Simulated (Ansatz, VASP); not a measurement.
# Two plane-wave programs on In4Ru

```xyz
5
Lattice="7.3990 0.0000 0.0000 0.0000 7.3990 0.0000 0.0000 0.0000 3.1415" Properties=species:S:1:pos:R:3 pbc="T T T"
In    1.4357    3.6995    1.5707
In    5.9633    3.6995    1.5707
In    3.6995    1.4357    1.5707
In    3.6995    5.9633    1.5707
Ru    3.6995    3.6995    0.0000
```

Alike in both runs: functional PBE; k mesh 3 × 3 × 4; occupations gaussian, width 0.2 eV; no spin polarisation.

Ansatz relaxed the structure, and its values are those at the end. VASP's run is a single point on that final structure, the one shown.

```csv
,VASP,Ansatz
version,VASP 6.6.1,Ansatz 0.2.0
potentials or method,"VASP PAW PBE potentials, release 64 (In_d, Ru_pv), cutoff 520 eV","scalar-relativistic, plane waves, PAW"
valence electrons in the cell,66,68
```

```tsv
	VASP	Ansatz	Ansatz less VASP
gap on the k mesh at the Fermi level (eV)	none	none	-
pressure (GPa)	0.0	0.0	0.00
```

A gap of «none» marks a metal or a gap that the smearing closes. VASP's potentials hold 66 valence electrons a cell and Ansatz's 68, so a difference there can come from the potentials and not from the codes.

The k mesh is coarse, so the values compare programs but aren't converged.
